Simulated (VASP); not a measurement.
# As (Pm-3m) in VASP: a series of runs, part 2 of 2

VASP 6.6.1. Earlier steps stand in the parts before.

### Step 3. Single point, PBEsol+D3(BJ)

This run uses another cell than the first one, of 18.96 Å³/atom, 0.963 times its volume.

File INCAR:

```
  PREC = Accurate
  ENCUT = 500
  EDIFF = 1E-6
  ISMEAR = -1
  SIGMA = 0.2
  LREAL = False
  LASPH = True
  NELM = 120
  ALGO = Normal
  ISIF = 2
  LWAVE = False
  LCHARG = False
  GGA = PS
  IVDW = 12
  NBANDS = 8
  GGA_COMPAT = False
```

File KPOINTS:

```
Automatic mesh
0
Gamma
  9 9 9
  0.5 0.5 0.5
```

File POSCAR:

```
As
1.0
    2.6666945396      0.0000000000      0.0000000000
    0.0000000000      2.6666945396      0.0000000000
    0.0000000000      0.0000000000      2.6666945396
As
1
Direct
    0.5000000000      0.5000000000      0.5000000000
```

Potentials or basis: VASP PAW PBE potentials, release 64 (As).

Command:

```bash
$ cat potpaw_PBE.64/As/POTCAR > POTCAR
$ mpirun -np 1 vasp_std > vasp.out
```

OUTCAR:

```text
PREC = Accurate
   ENCUT = 500
   EDIFF = 1E-6
   ISMEAR = -1
   LREAL = False
   LASPH = True
   NELM = 120
   ISIF = 2
   GGA = PS
   IVDW = 12
 IVDW          = 12

 ion  position               nearest neighbor table
   1  0.500  0.500  0.500-

  LATTYP: Found a simple cubic cell.
 ALAT       =     2.6666945396

  Lattice vectors:

 A1 = (   2.6666945396,   0.0000000000,   0.0000000000)
 A2 = (   0.0000000000,   2.6666945396,   0.0000000000)
 A3 = (   0.0000000000,   0.0000000000,   2.6666945396)

Analysis of symmetry for initial positions (statically):
=====================================================================
 Subroutine PRICEL returns:
 Original cell was already a primitive cell.

 Routine SETGRP: Setting up the symmetry group for a
 simple cubic supercell.

 Subroutine GETGRP returns: Found 48 space group operations
 (whereof 48 operations were pure point group operations)
 out of a pool of 48 trial point group operations.

[... 157 lines left out ...]

  energy without entropy =       -4.98636953  energy(sigma->0) =       -5.01631779

 E-fermi :   6.2869     XC(G=0): -10.7331

 val. band max:        6.0987193673   @ k =   0.3889   0.2778   0.2778
 cond. band min:       6.3119402970   @ k =   0.5000   0.2778   0.1667
 fundamental gap:      0.2132209296
 Fermi energy:         6.2868515109

 k-point     1 :       0.0556    0.0556    0.0556
  band No.  band energies     occupation
      1      -8.9018      2.00000
      2       9.7596      0.00000
      3       9.7596      0.00000
      4      10.0735      0.00000
      5      16.0050      0.00000
      6      16.0050      0.00000
      7      17.8728      0.00000
      8      29.6912      0.00000
[... 243 lines left out ...]
 k-point    24 :       0.5000    0.3889    0.1667
  band No.  band energies     occupation
      1      -2.5059      2.00000
      2       1.7742      2.00000
      3       3.6160      2.00000
      4      10.0552      0.00000
      5      11.5021      0.00000
      6      17.9290      0.00000
      7      19.5444      0.00000
      8      24.4124      0.00000

 [... further k-points ...]

------------------------ aborting loop because EDIFF is reached ----------------------------------------

 Edisp (eV)   -0.41716

 E8    (eV) :    -0.2678

  FORCE on cell =-STRESS in cart. coord.  units (eV):
  Direction    XX          YY          ZZ          XY          YZ          ZX
  --------------------------------------------------------------------------------------
  -------------------------------------------------------------------------------------
  Total       0.04888     0.04888     0.04888    -0.00000    -0.00000     0.00000
  in kB       4.12956     4.12956     4.12956    -0.00000    -0.00000     0.00000
  external pressure =        4.13 kB  Pullay stress =        0.00 kB

 VOLUME and BASIS-vectors are now :
 -----------------------------------------------------------------------------
  energy-cutoff  :      500.00
  volume of cell :       18.96
      direct lattice vectors                 reciprocal lattice vectors
     2.666694540  0.000000000  0.000000000     0.374996080  0.000000000  0.000000000
     0.000000000  2.666694540  0.000000000     0.000000000  0.374996080  0.000000000
     0.000000000  0.000000000  2.666694540     0.000000000  0.000000000  0.374996080

 POSITION                                       TOTAL-FORCE (eV/Angst)
 -----------------------------------------------------------------------------------
      1.33335      1.33335      1.33335         0.000000      0.000000      0.000000
 -----------------------------------------------------------------------------------
    total drift:                                0.000000     -0.000000      0.000000

  FREE ENERGIE OF THE ION-ELECTRON SYSTEM (eV)
  ---------------------------------------------------
  free  energy   TOTEN  =        -5.4634281222 eV

  energy  without entropy=       -5.4035316014  energy(sigma->0) =       -5.43347986
```

OSZICAR:

```text
N       E                     dE             d eps       ncg     rms          rms(c)
DAV:   1     0.819570747581E+01    0.81957E+01   -0.21819E+03   560   0.456E+02
DAV:   2    -0.491022902488E+01   -0.13106E+02   -0.12368E+02   752   0.626E+01
DAV:   3    -0.505072225951E+01   -0.14049E+00   -0.14033E+00   576   0.857E+00
DAV:   4    -0.505086875022E+01   -0.14649E-03   -0.14649E-03   864   0.309E-01
DAV:   5    -0.505086880022E+01   -0.50000E-07   -0.50340E-07   576   0.315E-03    0.237E+00
DAV:   6    -0.504794101980E+01    0.29278E-02   -0.27331E-04   720   0.138E-01    0.141E+00
DAV:   7    -0.504624880494E+01    0.16922E-02   -0.71391E-04   576   0.225E-01    0.622E-02
DAV:   8    -0.504626555966E+01   -0.16755E-04   -0.11653E-05   784   0.252E-02    0.747E-03
DAV:   9    -0.504626605401E+01   -0.49436E-06   -0.55190E-07   624   0.556E-03
   1 F= -.54634281E+01 E0= -.54334799E+01  d E =-.598965E-01
```

Run time: 3.7 s. Hardware: 1 thread of Intel Xeon Platinum 8488C (Sapphire Rapids), shared host; peak memory 0.13 GiB.

What came out:

| Item | Value |
| --- | --- |
| Free energy | -5.4634 eV |
| Pressure | 0.4 GPa |
| Dispersion energy per atom | -0.417 eV |

Caveat: the PAW data sets were made with another functional, which shifts forces and pressure a little; pairwise dispersion overbinds metals, which lowers pressure and volume.

### Step 4. Single point, LDA

This run uses another cell than the first one, of 19.33 Å³/atom, 0.982 times its volume.

File INCAR:

```
PREC = Accurate
ENCUT = 500
EDIFF = 1E-6
ISMEAR = -1
SIGMA = 0.2
LREAL = False
LASPH = True
NELM = 120
ALGO = Normal
ISIF = 2
LWAVE = False
LCHARG = True
LELF = True
LVHAR = True
NBANDS = 8
GGA_COMPAT = False
```

KPOINTS is that of step 3.

File POSCAR:

```
As
1.0
    2.6838765555      0.0000000000      0.0000000000
    0.0000000000      2.6838765555      0.0000000000
    0.0000000000      0.0000000000      2.6838765555
As
1
Direct
    0.5000000000      0.5000000000      0.5000000000
```

Potentials or basis: VASP PAW LDA potentials, release 64 (As).

Command:

```bash
$ cat potpaw_LDA.64/As/POTCAR > POTCAR
$ mpirun -np 1 vasp_std > vasp.out
```

Run time: 3.1 s. Hardware: 1 thread of Intel Xeon Platinum 8488C (Sapphire Rapids), shared host; peak memory 0.11 GiB.

Results (log left out):

- Free energy: -5.3423 eV
- Pressure: 0.3 GPa

Levels at points of the mesh, in eV from the Fermi level:
```csv
k point,band 1,band 2,band 3,band 4,band 5,band 6,band 7
"(0.50, 0.50, 0.50)",-4.84,-1.84,-1.84,-1.84,5.95,5.95,5.95
```

### Step 5. Relaxation of cell and atoms, PBEsol

This run uses another cell than the first one, of 19.76 Å³/atom, 1.004 times its volume.

File INCAR:

```
PREC     = Accurate       # precision mode
ENCUT    = 500            # plane-wave cutoff, eV
EDIFF    = 1E-7           # SCF threshold, eV
ISMEAR   = -1             # smearing method
SIGMA    = 0.2            # smearing width, eV
LREAL    = False          # projectors in reciprocal space
LASPH    = True           # aspherical terms in the spheres
NELM     = 120            # most SCF steps
ALGO     = Normal         # electronic algorithm
ISIF     = 3              # what is computed and relaxed
LWAVE    = False          # write WAVECAR
LCHARG   = False          # write CHGCAR
GGA      = PS             # functional
IBRION   = 2              # ionic algorithm
NSW      = 80             # ionic steps
EDIFFG   = -0.01          # ionic threshold
GGA_COMPAT= False        
NELMIN   = 4
```

KPOINTS is that of step 4.

File POSCAR:

```
As
1.0
    2.7036820000      0.0000000000      0.0000000000
    0.0000000000      2.7036820000      0.0000000000
    0.0000000000      0.0000000000      2.7036820000
As
1
Direct
    0.5000000000      0.5000000000      0.5000000000
```

Potentials or basis: VASP PAW PBE potentials, release 64 (As).

Command:

```bash
$ cat potpaw_PBE.64/As/POTCAR > POTCAR
$ mpirun -np 1 vasp_std > vasp.out
```

OUTCAR:

```text
PREC = Accurate
   ENCUT = 500
   EDIFF = 1E-7
   ISMEAR = -1
   LREAL = False
   LASPH = True
   NELM = 120
   ISIF = 3
   GGA = PS
   IBRION = 2
   NSW = 80
   EDIFFG = -0.01
   NELMIN = 4

 ion  position               nearest neighbor table
   1  0.500  0.500  0.500-

  LATTYP: Found a simple cubic cell.
 ALAT       =     2.7036820000

  Lattice vectors:

 A1 = (   2.7036820000,   0.0000000000,   0.0000000000)
 A2 = (   0.0000000000,   2.7036820000,   0.0000000000)
 A3 = (   0.0000000000,   0.0000000000,   2.7036820000)

Analysis of symmetry for initial positions (statically):
=====================================================================
 Subroutine PRICEL returns:
 Original cell was already a primitive cell.

 Routine SETGRP: Setting up the symmetry group for a
 simple cubic supercell.

 Subroutine GETGRP returns: Found 48 space group operations
 (whereof 48 operations were pure point group operations)
 out of a pool of 48 trial point group operations.

The static configuration has the point symmetry O_h .

Analysis of symmetry for dynamics (positions and initial velocities):
=====================================================================
 Subroutine PRICEL returns:
 Original cell was already a primitive cell.

 Routine SETGRP: Setting up the symmetry group for a
 simple cubic supercell.

 Subroutine GETGRP returns: Found 48 space group operations
 (whereof 48 operations were pure point group operations)
 out of a pool of 48 trial point group operations.

The dynamic configuration has the point symmetry O_h .

 Subroutine INISYM returns: Found 48 space group operations
 (whereof 48 operations are pure point group operations),
 and found     1 'primitive' translations

----------------------------------------------------------------------------------------

[... 104 lines left out ...]
   EFERMI =   0.00;   METHOD = LEGACY
   ISMEAR =    -1;   SIGMA  =   0.20  broadening in eV -4-tet -1-fermi 0-gaus
   EFERMI_NEDOS =   21; number of points for ismear=-14 and -15
   IALGO  =     38    algorithm
   IMIX   =      4    mixing-type and parameters
     AMIX     =   0.40;   BMIX     =  1.00
     AMIX_MAG =   1.60;   BMIX_MAG =  1.00
  volume/ion in A,a.u.               =      19.76       133.37
  Fermi-wavevector in a.u.,A,eV,Ry     =   1.035403  1.956627 14.586240  1.072058
  Thomas-Fermi vector in A             =   2.169744
   LORBIT       =      0    0 simple, 1 ext, 2 COOP (PROOUT), +10 PAW based schemes
   GGA     = PS    functional components
   LHFCALC =     F    Hartree Fock is set to
   AEXX    =    0.0000 exact exchange contribution
   IVDW    =     0    specifies the selected vdW correction
   LEPSILON=     F    determine dielectric tensor
   LRPA    =     F    only Hartree local field effects (RPA)
 conjugate gradient relaxation of ions
 non-spin polarized calculation
  energy-cutoff  :      500.00
  volume of cell :       19.76
 maximum number of plane-waves:       516
 NGX is ok and might be reduce to    20
   NGX =  9   NGY =  9   NGZ =  9

 number of electron       5.0000001 magnetization

 Free energy of the ion-electron system (eV)
  ---------------------------------------------------
  ext. energy  EPLUGINS =         0.00000000
  ---------------------------------------------------
  free energy    TOTEN  =        -5.05587620 eV

  energy without entropy =       -4.99625417  energy(sigma->0) =       -5.02606518

 E-fermi :   5.8021     XC(G=0): -10.5547

 val. band max:        5.6463485009   @ k =   0.3889   0.2778   0.2778
 cond. band min:       5.8059710398   @ k =   0.5000   0.2778   0.1667
 fundamental gap:      0.1596225389
 Fermi energy:         5.8020895217

 k-point     1 :       0.0556    0.0556    0.0556
  band No.  band energies     occupation
      1      -9.0066      2.00000
      2       9.1780      0.00000
      3       9.1780      0.00000
      4       9.4414      0.00000
      5      15.4130      0.00000
      6      15.4130      0.00000
[... 199 lines left out ...]
 k-point    24 :       0.5000    0.3889    0.1667
  band No.  band energies     occupation
      1      -2.9537      2.00000
      2       1.5101      2.00000
      3       3.2278      1.99999
      4       9.7013      0.00000
      5      10.7283      0.00000
      6      17.3304      0.00000

 [... further k-points ...]
[... 5 lines left out ...]
  --------------------------------------------------------------------------------------
  -------------------------------------------------------------------------------------
  Total       -0.0039858     -0.0039858     -0.0039858      0.0000000      0.0000000      0.0000000
  in kB       -0.3231172     -0.3231172     -0.3231172      0.0000000      0.0000000      0.0000000
  external PRESSURE =      -0.3231172 kB  Pullay stress =       0.0000000 kB

 VOLUME and BASIS-vectors are now :
 -----------------------------------------------------------------------------
  energy-cutoff  :      500.00
  volume of cell :       19.76
      direct lattice vectors                 reciprocal lattice vectors
     2.703682000  0.000000000  0.000000000     0.369865983  0.000000000  0.000000000
     0.000000000  2.703682000  0.000000000     0.000000000  0.369865983  0.000000000
     0.000000000  0.000000000  2.703682000     0.000000000  0.000000000  0.369865983

 POSITION                                       TOTAL-FORCE (eV/Angst)
 -----------------------------------------------------------------------------------
      1.35184      1.35184      1.35184         0.000000      0.000000      0.000000
 -----------------------------------------------------------------------------------
    total drift:                                0.000000      0.000000      0.000000

  FREE ENERGIE OF THE ION-ELECTRON SYSTEM (eV)
  ---------------------------------------------------
  free  energy   TOTEN  =        -5.0558761956 eV

  energy  without entropy=       -4.9962541714  energy(sigma->0) =       -5.02606518

 reached required accuracy - stopping structural energy minimisation
```

OSZICAR:

```text
N       E                     dE             d eps       ncg     rms          rms(c)
DAV:   1     0.934076772901E+01    0.93408E+01   -0.19733E+03   426   0.580E+02
DAV:   2    -0.482682393364E+01   -0.14168E+02   -0.13525E+02   552   0.759E+01
DAV:   3    -0.505855510358E+01   -0.23173E+00   -0.23155E+00   486   0.131E+01
DAV:   4    -0.505883666399E+01   -0.28156E-03   -0.28156E-03   618   0.516E-01
DAV:   5    -0.505883682641E+01   -0.16242E-06   -0.16269E-06   516   0.718E-03    0.218E+00
DAV:   6    -0.505697279109E+01    0.18640E-02   -0.23437E-04   522   0.174E-01    0.129E+00
DAV:   7    -0.505586049501E+01    0.11123E-02   -0.67845E-04   426   0.283E-01    0.632E-02
DAV:   8    -0.505587561918E+01   -0.15124E-04   -0.18559E-05   588   0.425E-02    0.441E-03
DAV:   9    -0.505587612600E+01   -0.50683E-06   -0.41188E-07   504   0.628E-03    0.142E-03
DAV:  10    -0.505587619561E+01   -0.69608E-07   -0.93680E-08   522   0.258E-03
   1 F= -.50558762E+01 E0= -.50260652E+01  d E =-.505588E+01
```

CONTCAR:

```text
As
   1.00000000000000
     2.7036820000000001    0.0000000000000000    0.0000000000000000
     0.0000000000000000    2.7036820000000001    0.0000000000000000
     0.0000000000000000    0.0000000000000000    2.7036820000000001
  As
     1
Direct
     0.5000000000000000    0.5000000000000000    0.5000000000000000

  0.00000000E+00  0.00000000E+00  0.00000000E+00
```

Run time: 2.9 s. Hardware: 1 thread of Intel Xeon Platinum 8488C (Sapphire Rapids), shared host; peak memory 0.12 GiB.

Results:

```
Free energy             : -5.0559 eV
Pressure after relaxing : 0.0 GPa
```

Final structure:
```
As
1.0
     2.70368    0.00000    0.00000
     0.00000    2.70368    0.00000
     0.00000    0.00000    2.70368
As
1
Direct
  0.50000 0.50000 0.50000
```

Levels at points of the mesh, in eV from the Fermi level:
```tsv
k point	band 1	band 2	band 3	band 4	band 5	band 6
(0.50, 0.50, 0.50)	-4.91	-1.80	-1.80	-1.80	5.90	5.90
```

Caveat: the relaxation stopped at its first step, so nothing moved; the PAW data sets were made with another functional, which shifts forces and pressure a little.

### Step 6. Summary

| task | level | potentials or basis | cell | gap on the mesh (eV) | pressure (GPa) |
| --- | --- | --- | --- | --- | --- |
| single point | PBEsol | VASP PAW PBE potentials, release 64 (As) | a = 2.700 Å, 1 atom | none | 0.3 |
| single point | PBEsol+D3(BJ) | VASP PAW PBE potentials, release 64 (As) | a = 2.667 Å, 1 atom | none | 0.4 |
| single point | LDA | VASP PAW LDA potentials, release 64 (As) | a = 2.684 Å, 1 atom | none | 0.3 |
| relaxation of cell and atoms | PBEsol | VASP PAW PBE potentials, release 64 (As) | relaxed from a = 2.704 Å, 1 atom | none | 0.0 |

Alike in all rows: no spin polarisation; k mesh 9 × 9 × 9, shifted; cutoff (eV) 500; smearing fermi-dirac 0.2 eV.

Caveats: the PAW data sets were made with another functional, which shifts forces and pressure a little (some runs); pairwise dispersion overbinds metals, which lowers pressure and volume (some runs); the relaxation stopped at its first step, so nothing moved (some runs).

Total energies depend on the potentials used, so only differences within one code and one set of settings carry meaning.
